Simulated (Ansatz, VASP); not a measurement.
## One calculation of AgCl, two programs

```
Ag Cl
1.0
    -0.19672    2.68795    2.68795
     2.68795   -0.19672    2.68795
     2.68795    2.68795   -0.19672
Ag Cl
1 1
Direct
  0.00000 0.00000 0.00000
  0.50000 0.50000 0.50000
```

Change from the starting cell: epitaxial_111 strain +4.0%.

Alike in both runs: task single point; functional HSE06; k mesh 6 × 6 × 6; no spin polarisation.

|  | VASP | Ansatz |
| --- | --- | --- |
| version | VASP 6.6.1 | Ansatz 0.2.0 |
| potentials or method | VASP PAW PBE potentials, release 64 (Ag, Cl) | plane waves, PAW |
| plane-wave cutoff (eV) | 520 | 420 |
| occupations | gaussian, width 0.01 eV | fixed |
| valence electrons in the cell | 18 | 26 |

|  | VASP | Ansatz | Ansatz less VASP |
| --- | --- | --- | --- |
| gap on the k mesh at the Fermi level (eV) | 2.30 | 2.32 | +0.021 |
| pressure (GPa) | 0.5 | 0.6 | +0.19 |
| traceless stress, the component that is largest in VASP (GPa) | 0.46 | 0.46 | -0.002 |

VASP's potentials hold 18 valence electrons a cell and Ansatz's 26, so a difference there can come from the potentials and not from the codes. Ansatz's warnings: stress exchange threshold loose, stress scf threshold loose.
